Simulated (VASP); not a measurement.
# PbO2 in VASP: a series of runs

Aim: see how the results for PbO2 move with the level of theory and the settings. Levels: revpbe exchange, lda correlation, PBEsol, PBE+D4, r2SCAN, LDA. Tasks: single point.

Everything below comes from runs of VASP 6.6.1. Logs are shortened: lines on timing, memory, paths and dates and some standing lists are left out, and cuts for length are marked.

**1. The cell of the first run**

The typed cell holds 3 atoms: a = 3.821 Å, b = 3.821 Å, c = 3.821 Å, α = 60.00°, β = 60.00°, γ = 60.00°.

**2. Single point, revpbe exchange, lda correlation (atoms moved at random)**

Contents of INCAR:

```
SYSTEM = PbO2
PREC     = Accurate       ! precision mode
ENCUT    = 600            ! plane-wave cutoff, eV
EDIFF    = 1E-6           ! SCF threshold, eV
ISMEAR   = 0              ! smearing method
SIGMA    = 0.1            ! smearing width, eV
LREAL    = .False.        ! projectors in reciprocal space
LASPH    = .True.         ! aspherical terms in the spheres
NELM     = 120            ! most SCF steps
ALGO     = Normal         ! electronic algorithm
ISIF     = 2              ! what is computed and relaxed
LWAVE    = .False.        ! write WAVECAR
LCHARG   = .False.        ! write CHGCAR
GGA      = LIBXC          ! functional
LIBXC1   = GGA_X_PBE_R  
LIBXC2   = LDA_C_PW     
NBANDS   = 20             ! bands
GGA_COMPAT= .False.
```

Contents of KPOINTS:

```
Automatic mesh
0
Gamma
  7 7 7
  0 0 0
```

Contents of POSCAR:

```
PbO2
1.0
    0.0000000000      2.7019920000      2.7019920000
    2.7019920000      0.0000000000      2.7019920000
    2.7019920000      2.7019920000      0.0000000000
Pb O
1 2
Direct
   -0.0076315151     -0.0060728774      0.0137341102
    0.7421827038      0.7439681156      0.7639168248
    0.2422038113      0.2439677618      0.2638530650
```

Potentials or basis: VASP PAW PBE potentials, release 64 (Pb_d, O).

The run is started by

```sh
> cat potpaw_PBE.64/Pb_d/POTCAR potpaw_PBE.64/O/POTCAR > POTCAR
> mpirun -np 1 vasp_std > vasp.out
```

OUTCAR:

```text
SYSTEM = PbO2
   PREC = Accurate
   ENCUT = 600
   EDIFF = 1E-6
   ISMEAR = 0
   LREAL = .False.
   LASPH = .True.
   NELM = 120
   ISIF = 2
   GGA = LIBXC

 ion  position               nearest neighbor table
   1  0.992  0.994  0.014-   2 2.34   3 2.34   3 2.34   2 2.34   3 2.34   2 2.34   3 2.34   2 2.34

   2  0.742  0.744  0.764-   1 2.34   1 2.34   1 2.34   1 2.34
   3  0.242  0.244  0.264-   1 2.34   1 2.34   1 2.34   1 2.34

  LATTYP: Found a face centered cubic cell.
 ALAT       =     5.4039840000

  Lattice vectors:

 A1 = (   0.0000000000,   2.7019920000,   2.7019920000)
 A2 = (   2.7019920000,   0.0000000000,   2.7019920000)
 A3 = (   2.7019920000,   2.7019920000,   0.0000000000)

Analysis of symmetry for initial positions (statically):
=====================================================================
 Subroutine PRICEL returns:
 Original cell was already a primitive cell.

 Routine SETGRP: Setting up the symmetry group for a
 face centered cubic supercell.

 Subroutine GETGRP returns: Found  1 space group operations
 (whereof  1 operations were pure point group operations)
 out of a pool of 48 trial point group operations.

The static configuration has the point symmetry C_1 .

Analysis of symmetry for dynamics (positions and initial velocities):
=====================================================================
 Subroutine PRICEL returns:
 Original cell was already a primitive cell.

 Routine SETGRP: Setting up the symmetry group for a
 face centered cubic supercell.

 Subroutine GETGRP returns: Found  1 space group operations
 (whereof  1 operations were pure point group operations)
 out of a pool of 48 trial point group operations.

The dynamic configuration has the point symmetry C_1 .

 Subroutine INISYM returns: Found  1 space group operations
 (whereof  1 operations are pure point group operations),
 and found     1 'primitive' translations

----------------------------------------------------------------------------------------

                                     Primitive cell

  volume of cell :      39.4532

  direct lattice vectors                    reciprocal lattice vectors
     0.000000000  2.701992000  2.701992000    -0.185048660  0.185048660  0.185048660
     2.701992000  0.000000000  2.701992000     0.185048660 -0.185048660  0.185048660
     2.701992000  2.701992000  0.000000000     0.185048660  0.185048660 -0.185048660
[... 78 lines left out ...]
   ISTART =      0    job   : 0-new  1-cont  2-samecut
   ICHARG =      2    charge: 1-file 2-atom 10-const
   ISPIN  =      1    spin polarized calculation?
   LNONCOLLINEAR =      F non collinear calculations
   LSORBIT =      F    spin-orbit coupling
   LASPH  =      T    aspherical Exc in radial PAW
   ENCUT  =  600.0 eV  44.10 Ry    6.64 a.u.   7.63  7.63  7.63*2*pi/ulx,y,z
   NELM   =    120;   NELMIN=  2; NELMDL= -5     # of ELM steps
   EDIFF  = 0.1E-05   stopping-criterion for ELM
   LREAL  =      F    real-space projection
   EDIFFG = 0.1E-04   stopping-criterion for IOM
   NSW    =      0    number of steps for IOM
   IBRION =     -1    ionic relax: 0-MD 1-quasi-New 2-CG
   NFREE  =      0    steps in history (QN), initial steepest desc. (CG)
   ISIF   =      2    stress and relaxation
   ISYM   =      2    0-nonsym 1-usesym 2-fastsym
   POTIM  = 0.5000    time-step for ionic-motion
   TEBEG  =    0.0;   TEEND  =   0.0 temperature during run
   PSTRESS=    0.0 pullay stress
   NELECT =      26.0000    total number of electrons
   NUPDOWN=      -1.0000    fix difference up-down
   EMIN   =  10.00;   EMAX   =-10.00  energy-range for DOS
   EFERMI =   0.00;   METHOD = LEGACY
   ISMEAR =     0;   SIGMA  =   0.10  broadening in eV -4-tet -1-fermi 0-gaus
   EFERMI_NEDOS =   21; number of points for ismear=-14 and -15
   IALGO  =     38    algorithm
   IMIX   =      4    mixing-type and parameters
     AMIX     =   0.40;   BMIX     =  1.00
     AMIX_MAG =   1.60;   BMIX_MAG =  1.00
  volume/ion in A,a.u.               =      13.15        88.75
  Fermi-wavevector in a.u.,A,eV,Ry     =   1.424640  2.692180 27.614384  2.029600
  Thomas-Fermi vector in A             =   2.545110
   LORBIT       =      0    0 simple, 1 ext, 2 COOP (PROOUT), +10 PAW based schemes
   GGA     = LIBXC    functional components
   LHFCALC =     F    Hartree Fock is set to
   AEXX    =    0.0000 exact exchange contribution
   IVDW    =     0    specifies the selected vdW correction
   LEPSILON=     F    determine dielectric tensor
   LRPA    =     F    only Hartree local field effects (RPA)
 non-spin polarized calculation
 Gauss-broadening in eV      SIGMA  =   0.10
  energy-cutoff  :      600.00
  volume of cell :       39.45
 maximum number of plane-waves:      1363
   NGX = 15   NGY = 15   NGZ = 15

 number of electron      26.0000000 magnetization

 Free energy of the ion-electron system (eV)
  ---------------------------------------------------
  ext. energy  EPLUGINS =         0.00000000
  ---------------------------------------------------
  free energy    TOTEN  =       -12.70257476 eV

  energy without entropy =      -12.70016369  energy(sigma->0) =      -12.70136923

 E-fermi :   5.6547     XC(G=0): -10.7085

 val. band max:        5.5341769998   @ k =   0.1429  -0.2857   0.4286
 cond. band min:       5.7293468986   @ k =   0.1429   0.0000   0.1429
 fundamental gap:      0.1951698988
 Fermi energy:         5.6546743485

 k-point     1 :       0.0000    0.0000    0.0000
  band No.  band energies     occupation
      1     -12.8050      2.00000
      2     -10.1960      2.00000
      3     -10.1960      2.00000
      4     -10.1959      2.00000
      5     -10.1043      2.00000
      6      -9.9870      2.00000
[... 541 lines left out ...]
     19      21.8529      0.00000
     20      22.7452      0.00000

 [... further k-points ...]
[... 5 lines left out ...]
  --------------------------------------------------------------------------------------
  -------------------------------------------------------------------------------------
  Total        3.1953152      3.1952971      3.1952217     -0.0000986      0.0004437      0.0002904
  in kB      129.7603823    129.7596480    129.7565854     -0.0040032      0.0180205      0.0117948
  external PRESSURE =     129.7588719 kB  Pullay stress =       0.0000000 kB

 VOLUME and BASIS-vectors are now :
 -----------------------------------------------------------------------------
  energy-cutoff  :      600.00
  volume of cell :       39.45
      direct lattice vectors                 reciprocal lattice vectors
     0.000000000  2.701992000  2.701992000    -0.185048660  0.185048660  0.185048660
     2.701992000  0.000000000  2.701992000     0.185048660 -0.185048660  0.185048660
     2.701992000  2.701992000  0.000000000     0.185048660  0.185048660 -0.185048660

 POSITION                                       TOTAL-FORCE (eV/Angst)
 -----------------------------------------------------------------------------------
      2.72269      2.71848      5.36695         0.003611     -0.000480     -0.002548
      4.07429      4.06947      4.01557        -0.002780     -0.000404      0.001601
      1.37213      1.36736      1.31363        -0.000830      0.000884      0.000947
 -----------------------------------------------------------------------------------
    total drift:                               -0.000212     -0.000044      0.000009

  FREE ENERGIE OF THE ION-ELECTRON SYSTEM (eV)
  ---------------------------------------------------
  free  energy   TOTEN  =       -12.7025747618 eV

  energy  without entropy=      -12.7001636884  energy(sigma->0) =      -12.70136923
```

It took 1.7 min on 1 thread of Intel Xeon Platinum 8488C (Sapphire Rapids), shared host; peak memory 0.28 GiB.

What came out:

```
Free energy            : -12.7026 eV
Pressure               : 13.0 GPa
Largest force          : 0.004 eV/Å
Band gap on the k mesh : zero (bands 13 and 14 overlap by 1.06 eV)
```

Forces on the atoms (eV/Å):
```
Pb   0.004  0.000 -0.003
O   -0.003  0.000  0.002
O   -0.001  0.001  0.001
```

Levels at points of the mesh, in eV from the Fermi level:
```csv
k point,band 10,band 11,band 12,band 13,band 14,band 15,band 16,band 17
"(0.00, 0.00, 0.00)",-1.92,-1.92,-1.18,-1.18,-1.18,7.30,7.30,7.30
```

Caveat: the cell differs from its parent crystal (atoms moved at random); the cell stands under pressure; the PAW data sets were made with another functional, which shifts forces and pressure a little; spin-orbit coupling is left out, which moves the levels of the heavy elements.

**3. Single point, PBEsol (12.10 Å³/atom)**

This run uses another cell than the first one, of 12.10 Å³/atom.

Contents of INCAR:

```
SYSTEM = PbO2
PREC     = Accurate       ! precision mode
ENCUT    = 600            ! plane-wave cutoff, eV
EDIFF    = 1E-6           ! SCF threshold, eV
ISMEAR   = 1              ! smearing method
SIGMA    = 0.1            ! smearing width, eV
LREAL    = .FALSE.        ! projectors in reciprocal space
LASPH    = .TRUE.         ! aspherical terms in the spheres
NELM     = 120            ! most SCF steps
ALGO     = Normal         ! electronic algorithm
ISIF     = 2              ! what is computed and relaxed
LWAVE    = .FALSE.        ! write WAVECAR
LCHARG   = .FALSE.        ! write CHGCAR
GGA      = PS             ! functional
NBANDS   = 20             ! bands
GGA_COMPAT= .FALSE.
```

Contents of KPOINTS:

```
regular mesh
0
G
  9 9 9
  0 0 0
```

Contents of POSCAR:

```
PbO2
1.0
    0.0000000000      2.6279272300      2.6279272300
    2.6279272300      0.0000000000      2.6279272300
    2.6279272300      2.6279272300      0.0000000000
Pb O
1 2
Direct
    0.0000000000      0.0000000000      0.0000000000
    0.7500000000      0.7500000000      0.7500000000
    0.2500000000      0.2500000000      0.2500000000
```

Potentials or basis: VASP PAW PBE potentials, release 64 (Pb_d, O).

The run is started by

```sh
> cat potpaw_PBE.64/Pb_d/POTCAR potpaw_PBE.64/O/POTCAR > POTCAR
> mpirun -np 1 vasp_std > vasp.out
```

It took 27 s on 1 thread of Intel Xeon Platinum 8375C at 2.90GHz (Ice Lake), shared host; peak memory 0.18 GiB.

The run converged. Its results:

| Item | Value |
| --- | --- |
| Free energy | -16.7568 eV |
| Pressure | 7.4 GPa |
| Band gap on the k mesh | zero (bands 13 and 14 overlap by 1.35 eV) |

Levels at points of the mesh, in eV from the Fermi level:
| k point | band 11 | band 12 | band 13 | band 14 | band 15 | band 16 |
| --- | --- | --- | --- | --- | --- | --- |
| (0.00, 0.00, 0.00) | -2.10 | -1.37 | -1.37 | -1.37 | 7.09 | 7.09 |

Caveat: the cell stands under pressure; the PAW data sets were made with another functional, which shifts forces and pressure a little; spin-orbit coupling is left out, which moves the levels of the heavy elements.

**4. Single point, PBE+D4, non-collinear spin, zero start, spin-orbit coupling**

Contents of INCAR:

```
SYSTEM = PbO2
ALGO = Normal
EDIFF = 1E-6
ENCUT = 600
GGA = PE
GGA_COMPAT = .FALSE.
ISIF = 2
ISMEAR = -1
IVDW = 13
LASPH = .TRUE.
LCHARG = .FALSE.
LORBIT = 11
LORBMOM = .TRUE.
LREAL = .FALSE.
LSORBIT = .TRUE.
LWAVE = .FALSE.
MAGMOM = 0 0 0 0 0 0 0 0 0
NBANDS = 39
NELM = 200
PREC = Accurate
SIGMA = 0.1
```

Contents of KPOINTS:

```
k-points
0
G
  9 9 9
  0 0 0
```

Contents of POSCAR:

```
PbO2
1.0
    0.0000000000      2.7019920000      2.7019920000
    2.7019920000      0.0000000000      2.7019920000
    2.7019920000      2.7019920000      0.0000000000
Pb O
1 2
Direct
    0.0000000000      0.0000000000      0.0000000000
    0.7500000000      0.7500000000      0.7500000000
    0.2500000000      0.2500000000      0.2500000000
```

The run is started by

```sh
> cat potpaw_PBE.64/Pb_d/POTCAR potpaw_PBE.64/O/POTCAR > POTCAR
> mpirun -np 1 vasp_ncl > vasp.out
```

Run time: 2 min. Hardware: 1 thread of Intel Xeon Platinum 8375C at 2.90GHz (Ice Lake), shared host; peak memory 0.35 GiB.

It converged, with:

```yaml
Free_energy: -16.7870 eV
Pressure: -2.7 GPa
Net_moment: 0.00 μB per cell
Valence_electrons_inside_the_program's_atomic_spheres: Pb 11.71; O 4.93
Dispersion_energy_per_atom: -0.272 eV
```

Moments on the atoms (μB; x, y, z):
```
Pb  0.00 0.00 0.00
O   0.00 0.00 0.00
O   0.00 0.00 0.00
```

**5. Single point, r2SCAN, non-collinear spin, zero start, spin-orbit coupling**

POSCAR is that of step 4.

Contents of INCAR.step1:

```
SYSTEM = PbO2
ALGO = Normal ; EDIFF = 1E-5
ENCUT = 910 ; GGA = PE
GGA_COMPAT = .False. ; ISMEAR = -1
LASPH = .True. ; LCHARG = .False.
LREAL = .False. ; LSORBIT = .True.
LWAVE = .True. ; MAGMOM = 0 0 0 0 0 0 0 0 0
NBANDS = 39 ; NELM = 200
PREC = Accurate ; SIGMA = 0.05
```

Contents of INCAR.step2:

```
SYSTEM = PbO2
ALGO = Normal ; EDIFF = 1E-6
ENCUT = 910 ; GGA_COMPAT = .False.
ISIF = 2 ; ISMEAR = -1
ISTART = 1 ; LASPH = .True.
LCHARG = .True. ; LMIXTAU = .True.
LORBIT = 11 ; LORBMOM = .True.
LREAL = .False. ; LSORBIT = .True.
LVHAR = .True. ; LWAVE = .False.
MAGMOM = 0 0 0 0 0 0 0 0 0 ; METAGGA = R2SCAN
NBANDS = 39 ; NELM = 200
PREC = Accurate ; SIGMA = 0.05
```

Contents of KPOINTS:

```
k-points
0
Gamma
  7 7 7
  0 0 0
```

Potentials or basis: VASP PAW PBE potentials, release 64 (Pb_d, O_h).

The run is started by

```sh
> cat potpaw_PBE.64/Pb_d/POTCAR potpaw_PBE.64/O_h/POTCAR > POTCAR
> cp INCAR.step1 INCAR
> mpirun -np 1 vasp_ncl > vasp.out
> cp INCAR.step2 INCAR
> mpirun -np 1 vasp_ncl > vasp.out
```

It took 22 min on 1 thread of AMD EPYC 9R14 (Zen 4), shared host; peak memory 0.59 GiB.

It converged, with:

```yaml
Free_energy: -71.0885 eV
Pressure: -6.5 GPa
Net_moment: 0.00 μB per cell
Valence_electrons_inside_the_program's_atomic_spheres: Pb 11.65; O 3.34
```

Moments on the atoms (μB; x, y, z):
```
Pb  0.00 0.00 0.00
O   0.00 0.00 0.00
O   0.00 0.00 0.00
```

Caveat: the cutoff is under 1.25 times the usual one of these potentials, so pressure, stress and relaxed cells hold a basis-set (Pulay) error; the cell stands under tension; the PAW data sets were made with another functional, which shifts forces and pressure a little.

(Continued in part 2 of 2.)
